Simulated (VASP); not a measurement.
# Ti (I4_1/amd) in VASP: notebook

The runs below take Ti through single point, with PBE, RPBE.

Everything below comes from runs of VASP 6.6.1. Logs are shortened: lines on timing, memory, paths and dates and some standing lists are left out, and cuts for length are marked.

### 1 The cell of the first run

The structure is tetragonal, space group I4_1/amd (No. 141). The conventional cell has a = 4.703 Å, b = 4.703 Å, c = 2.688 Å, α = 90.00°, β = 90.00°, γ = 90.00°. Within 3.2 Å of Ti (site symmetry -4m2) lie 10 Ti at 2.45 to 3.10 Å.

### 2 Single point, PBE

The input, INCAR:

```
SYSTEM = Ti
PREC     = Accurate       ! precision mode
ENCUT    = 520            ! plane-wave cutoff, eV
EDIFF    = 1E-6           ! SCF threshold, eV
ISMEAR   = -1             ! smearing method
SIGMA    = 0.1            ! smearing width, eV
LREAL    = .FALSE.        ! projectors in reciprocal space
LASPH    = .TRUE.         ! aspherical terms in the spheres
NELM     = 100            ! most SCF steps
ALGO     = Normal         ! electronic algorithm
ISIF     = 2              ! what is computed and relaxed
LWAVE    = .FALSE.        ! write WAVECAR
LCHARG   = .FALSE.        ! write CHGCAR
GGA      = PE             ! functional
NBANDS   = 19             ! bands
```

The input, KPOINTS:

```
regular mesh
0
G
  15 15 15
  0 0 0
```

The input, POSCAR:

```
Ti
1.0
   -2.3513097633      2.3513097633      1.3438213165
    2.3513097633     -2.3513097633      1.3438213165
    2.3513097633      2.3513097633     -1.3438213165
Ti
2
Direct
   -0.3750000000     -0.1250000000     -0.2500000000
    0.3750000000      0.1250000000      0.2500000000
```

Potentials or basis: VASP PAW PBE potentials, release 64 (Ti_sv).

Command:

```
$ cat potpaw_PBE.64/Ti_sv/POTCAR > POTCAR
$ mpirun -np 1 vasp_std > vasp.out
```

OUTCAR:

```text
SYSTEM = Ti
   PREC = Accurate
   ENCUT = 520
   EDIFF = 1E-6
   ISMEAR = -1
   LREAL = .FALSE.
   LASPH = .TRUE.
   NELM = 100
   ISIF = 2
   GGA = PE

 ion  position               nearest neighbor table
   1  0.625  0.875  0.750-   2 2.45   2 2.45   2 2.45   2 2.45
   2  0.375  0.125  0.250-   1 2.45   1 2.45   1 2.45   1 2.45

  LATTYP: Found a body centered tetragonal cell.
 ALAT       =     4.7026195266
 C/A-ratio  =     0.5715203235

  Lattice vectors:

 A1 = (  -2.3513097633,   2.3513097633,   1.3438213165)
 A2 = (   2.3513097633,  -2.3513097633,   1.3438213165)
 A3 = (   2.3513097633,   2.3513097633,  -1.3438213165)

Analysis of symmetry for initial positions (statically):
=====================================================================
 Subroutine PRICEL returns:
 Original cell was already a primitive cell.

 Routine SETGRP: Setting up the symmetry group for a
 body centered tetragonal supercell.

 Subroutine GETGRP returns: Found 16 space group operations
 (whereof  4 operations were pure point group operations)
 out of a pool of 16 trial point group operations.

The static configuration has the point symmetry C_2h.
 The point group associated with its full space group is D_4h.

Analysis of symmetry for dynamics (positions and initial velocities):
=====================================================================
 Subroutine PRICEL returns:
 Original cell was already a primitive cell.

 Routine SETGRP: Setting up the symmetry group for a
 body centered tetragonal supercell.

 Subroutine GETGRP returns: Found 16 space group operations
 (whereof  4 operations were pure point group operations)
 out of a pool of 16 trial point group operations.

The dynamic configuration has the point symmetry C_2h.
 The point group associated with its full space group is D_4h.

 Subroutine INISYM returns: Found 16 space group operations
 (whereof  4 operations are pure point group operations),
 and found     1 'primitive' translations

----------------------------------------------------------------------------------------

                                     Primitive cell

  volume of cell :      29.7181

  direct lattice vectors                    reciprocal lattice vectors
    -2.351309763  2.351309763  1.343821316     0.000000000  0.212647439  0.372073276
     2.351309763 -2.351309763  1.343821316     0.212647439  0.000000000  0.372073276
     2.351309763  2.351309763 -1.343821316     0.212647439  0.212647439  0.000000000

  length of vectors
     3.586526305  3.586526305  3.586526305     0.428552746  0.428552746  0.300728893

  position of ions in fractional coordinates (direct lattice)
     0.625000000  0.875000000  0.750000000
     0.375000000  0.125000000  0.250000000

  ion indices of the primitive-cell ions
   primitive index   ion index
                 1           1
                 2           2

----------------------------------------------------------------------------------------

 KPOINTS: regular mesh

Automatic generation of k-mesh.
 Grid dimensions read from file:
 generate k-points for:   15   15   15

 Generating k-lattice:

  Cartesian coordinates                     Fractional coordinates (reciprocal lattice)
     0.000000000  0.014176496  0.024804885     0.066666667  0.000000000 -0.000000000
     0.014176496  0.000000000  0.024804885     0.000000000  0.066666667 -0.000000000
     0.014176496  0.014176496  0.000000000     0.000000000  0.000000000  0.066666667

  Length of vectors
     0.028570183  0.028570183  0.020048593

  Shift w.r.t. Gamma in fractional coordinates (k-lattice)
     0.000000000  0.000000000  0.000000000

 Subroutine IBZKPT returns following result:
 ===========================================

 Found    288 irreducible k-points:

 Following reciprocal coordinates:
            Coordinates               Weight
  0.000000  0.000000  0.000000      1.000000
  0.066667  0.000000 -0.000000      8.000000
  0.133333  0.000000 -0.000000      8.000000
  0.200000 -0.000000  0.000000      8.000000
  0.266667  0.000000 -0.000000      8.000000
  0.333333  0.000000 -0.000000      8.000000
[... 16 lines left out ...]
  0.133333  0.133333  0.000000      8.000000
  0.200000  0.133333  0.000000     16.000000
 [... further k-points ...]
   k-points           NKPTS =    288   k-points in BZ     NKDIM =    288   number of bands    NBANDS=     19
   number of dos      NEDOS =    301   number of ions     NIONS =      2
   total plane-waves  NPLWV =  21952
   dimension x,y,z NGX =    28 NGY =   28 NGZ =   28
   dimension x,y,z NGXF=    56 NGYF=   56 NGZF=   56
   ions per type =               2
   NGX,Y,Z   is equivalent  to a cutoff of  12.98, 12.98, 12.98 a.u.
   NGXF,Y,Z  is equivalent  to a cutoff of  25.96, 25.96, 25.96 a.u.
 SYSTEM =  Ti
   PREC   = accura    normal or accurate (medium, high low for compatibility)
   ISTART =      0    job   : 0-new  1-cont  2-samecut
   ICHARG =      2    charge: 1-file 2-atom 10-const
   ISPIN  =      1    spin polarized calculation?
   LNONCOLLINEAR =      F non collinear calculations
   LSORBIT =      F    spin-orbit coupling
   LASPH  =      T    aspherical Exc in radial PAW
   ENCUT  =  520.0 eV  38.22 Ry    6.18 a.u.   6.67  6.67  6.67*2*pi/ulx,y,z
   NELM   =    100;   NELMIN=  2; NELMDL= -5     # of ELM steps
   EDIFF  = 0.1E-05   stopping-criterion for ELM
   LREAL  =      F    real-space projection
   EDIFFG = 0.1E-04   stopping-criterion for IOM
   NSW    =      0    number of steps for IOM
   IBRION =     -1    ionic relax: 0-MD 1-quasi-New 2-CG
   NFREE  =      0    steps in history (QN), initial steepest desc. (CG)
   ISIF   =      2    stress and relaxation
   ISYM   =      2    0-nonsym 1-usesym 2-fastsym
   POTIM  = 0.5000    time-step for ionic-motion
   TEBEG  =    0.0;   TEEND  =   0.0 temperature during run
   PSTRESS=    0.0 pullay stress
   NELECT =      24.0000    total number of electrons
   NUPDOWN=      -1.0000    fix difference up-down
   EMIN   =  10.00;   EMAX   =-10.00  energy-range for DOS
   EFERMI =   0.00;   METHOD = LEGACY
   ISMEAR =    -1;   SIGMA  =   0.10  broadening in eV -4-tet -1-fermi 0-gaus
   EFERMI_NEDOS =   21; number of points for ismear=-14 and -15
   IALGO  =     38    algorithm
   IMIX   =      4    mixing-type and parameters
     AMIX     =   0.40;   BMIX     =  1.00
     AMIX_MAG =   1.60;   BMIX_MAG =  1.00
  volume/ion in A,a.u.               =      14.86       100.27
  Fermi-wavevector in a.u.,A,eV,Ry     =   1.524538  2.880959 31.622868  2.324215
  Thomas-Fermi vector in A             =   2.632831
   LORBIT       =      0    0 simple, 1 ext, 2 COOP (PROOUT), +10 PAW based schemes
   GGA     = PE    functional components
   LHFCALC =     F    Hartree Fock is set to
   AEXX    =    0.0000 exact exchange contribution
   IVDW    =     0    specifies the selected vdW correction
   LEPSILON=     F    determine dielectric tensor
   LRPA    =     F    only Hartree local field effects (RPA)
 non-spin polarized calculation
  energy-cutoff  :      520.00
  volume of cell :       29.72
 maximum number of plane-waves:       817
   NGX = 13   NGY = 13   NGZ = 13

 number of electron      23.9999999 magnetization

 Free energy of the ion-electron system (eV)
  ---------------------------------------------------
  ext. energy  EPLUGINS =         0.00000000
  ---------------------------------------------------
  free energy    TOTEN  =       -14.57503294 eV

  energy without entropy =      -14.48040000  energy(sigma->0) =      -14.52771647

 E-fermi :   9.7385     XC(G=0): -12.2021

 val. band max:        9.7367462487   @ k =  -0.4000   0.4000   0.3333
 cond. band min:       9.7394756033   @ k =  -0.3333   0.1333   0.0667
 fundamental gap:      0.0027293546
 Fermi energy:         9.7385186311

 k-point     1 :       0.0000    0.0000    0.0000
  band No.  band energies     occupation
      1     -46.6477      2.00000
      2     -46.0820      2.00000
      3     -23.3281      2.00000
      4     -23.3281      2.00000
      5     -22.2208      2.00000
      6     -22.1993      2.00000
[... 11 lines left out ...]
     18      14.7595      0.00000
     19      15.5617      0.00000

 k-point     2 :       0.0667    0.0000   -0.0000
  band No.  band energies     occupation
      1     -46.6379      2.00000
      2     -46.0831      2.00000
      3     -23.3261      2.00000
      4     -23.3094      2.00000
      5     -22.2576      2.00000
      6     -22.2350      2.00000
[... 11 lines left out ...]
     18      14.7185      0.00000
     19      15.3904      0.00000

 k-point     3 :       0.1333    0.0000   -0.0000
  band No.  band energies     occupation
      1     -46.6100      2.00000
      2     -46.0864      2.00000
      3     -23.3205      2.00000
      4     -23.2573      2.00000
      5     -22.3627      2.00000
      6     -22.3291      2.00000
[... 11 lines left out ...]
     18      14.5988      0.00000
     19      15.1805      0.00000

 k-point     4 :       0.2000   -0.0000    0.0000
  band No.  band energies     occupation
      1     -46.5673      2.00000
      2     -46.0926      2.00000
      3     -23.3119      2.00000
      4     -23.1851      2.00000
      5     -22.5214      2.00000
      6     -22.4485      2.00000
[... 11 lines left out ...]
     18      14.4032      0.00000
     19      15.0811      0.00000

 k-point     5 :       0.2667    0.0000   -0.0000
  band No.  band energies     occupation
      1     -46.5156      2.00000
      2     -46.1021      2.00000
      3     -23.3019      2.00000
      4     -23.1192      2.00000
      5     -22.6974      2.00000
      6     -22.5605      2.00000
[... 11 lines left out ...]
     18      14.1273      0.00000
     19      14.9952      0.00000

 k-point     6 :       0.3333    0.0000   -0.0000
  band No.  band energies     occupation
      1     -46.4622      2.00000
      2     -46.1148      2.00000
      3     -23.2920      2.00000
      4     -23.1029      2.00000
      5     -22.8497      2.00000
      6     -22.6196      2.00000
[... 11 lines left out ...]
     18      13.7629      0.00000
     19      14.8663      0.00000

 k-point     7 :       0.4000    0.0000    0.0000
  band No.  band energies     occupation
      1     -46.4161      2.00000
      2     -46.1289      2.00000
      3     -23.2841      2.00000
      4     -23.1493      2.00000
      5     -22.9515      2.00000
      6     -22.6029      2.00000
[... 11 lines left out ...]
     18      14.1810      0.00000
     19      14.7372      0.00000

 k-point     8 :       0.4667    0.0000   -0.0000
  band No.  band energies     occupation
      1     -46.3882      2.00000
      2     -46.1393      2.00000
      3     -23.2797      2.00000
      4     -23.1956      2.00000
      5     -23.0024      2.00000
      6     -22.5555      2.00000
[... 256 lines left out ...]
 k-point    20 :      -0.2000    0.0667    0.0000
  band No.  band energies     occupation
      1     -46.5927      2.00000
      2     -46.1037      2.00000
      3     -23.3210      2.00000
      4     -23.1975      2.00000
      5     -22.4083      2.00000
      6     -22.3221      2.00000
[... 11 lines left out ...]
     18      14.4319      0.00000
     19      14.9145      0.00000

 k-point    21 :      -0.1333    0.0667    0.0000
  band No.  band energies     occupation
      1     -46.6258      2.00000
      2     -46.0952      2.00000
      3     -23.3215      2.00000
      4     -23.2720      2.00000
      5     -22.2903      2.00000
      6     -22.2320      2.00000
[... 11 lines left out ...]
     18      14.6042      0.00000
     19      14.9712      0.00000

 k-point    22 :      -0.0667    0.0667    0.0000
  band No.  band energies     occupation
      1     -46.6415      2.00000
      2     -46.0882      2.00000
      3     -23.3177      2.00000
      4     -23.3171      2.00000
      5     -22.2379      2.00000
      6     -22.1975      2.00000
[... 11 lines left out ...]
     18      14.7015      0.00000
     19      15.2319      0.00000

 k-point    23 :       0.1333    0.1333    0.0000
  band No.  band energies     occupation
      1     -46.5347      2.00000
      2     -46.0831      2.00000
      3     -23.2458      2.00000
      4     -23.2292      2.00000
      5     -22.6391      2.00000
      6     -22.6068      2.00000
[... 11 lines left out ...]
     18      14.3290      0.00000
     19      15.1344      0.00000

 k-point    24 :       0.2000    0.1333    0.0000
  band No.  band energies     occupation
      1     -46.4856      2.00000
      2     -46.0916      2.00000
      3     -23.2496      2.00000
      4     -23.1850      2.00000
      5     -22.7741      2.00000
      6     -22.7261      2.00000
[... 11 lines left out ...]
     18      14.0727      0.00000
     19      15.0839      0.00000

 [... further k-points ...]

------------------------ aborting loop because EDIFF is reached ----------------------------------------

  FORCE on cell =-STRESS in cart. coord.  units (eV):
  Direction    XX          YY          ZZ          XY          YZ          ZX
  --------------------------------------------------------------------------------------
  -------------------------------------------------------------------------------------
  Total        3.6633600      3.6633600      3.5915640     -0.0000000      0.0000000      0.0000000
  in kB      197.5008516    197.5008516    193.6301510     -0.0000000      0.0000000      0.0000000
  external PRESSURE =     196.2106181 kB  Pullay stress =       0.0000000 kB

 VOLUME and BASIS-vectors are now :
 -----------------------------------------------------------------------------
  energy-cutoff  :      520.00
  volume of cell :       29.72
      direct lattice vectors                 reciprocal lattice vectors
    -2.351309763  2.351309763  1.343821316     0.000000000  0.212647439  0.372073276
     2.351309763 -2.351309763  1.343821316     0.212647439  0.000000000  0.372073276
     2.351309763  2.351309763 -1.343821316     0.212647439  0.212647439  0.000000000

 POSITION                                       TOTAL-FORCE (eV/Angst)
 -----------------------------------------------------------------------------------
      2.35131      1.17565      1.00787         0.000000     -0.000000      0.000000
     -0.00000      1.17565      0.33596        -0.000000      0.000000     -0.000000
 -----------------------------------------------------------------------------------
    total drift:                                0.000000      0.000000     -0.000000

  FREE ENERGIE OF THE ION-ELECTRON SYSTEM (eV)
  ---------------------------------------------------
  free  energy   TOTEN  =       -14.5750329374 eV

  energy  without entropy=      -14.4803999978  energy(sigma->0) =      -14.52771647
```

Run time: 3.5 min. Hardware: 1 thread of Intel Xeon 8259CL, shared host; peak memory 0.26 GiB.

What came out:

* Free energy: -14.5750 eV
* Pressure: 19.6 GPa
* Band gap on the k mesh: zero (bands 12 and 13 overlap by 1.02 eV)

Stress tensor (GPa, compression positive):
```
19.75  0.00  0.00
 0.00 19.75  0.00
 0.00  0.00 19.36
```

Caveat: the cell stands under pressure.

(Continued in part 2 of 2.)
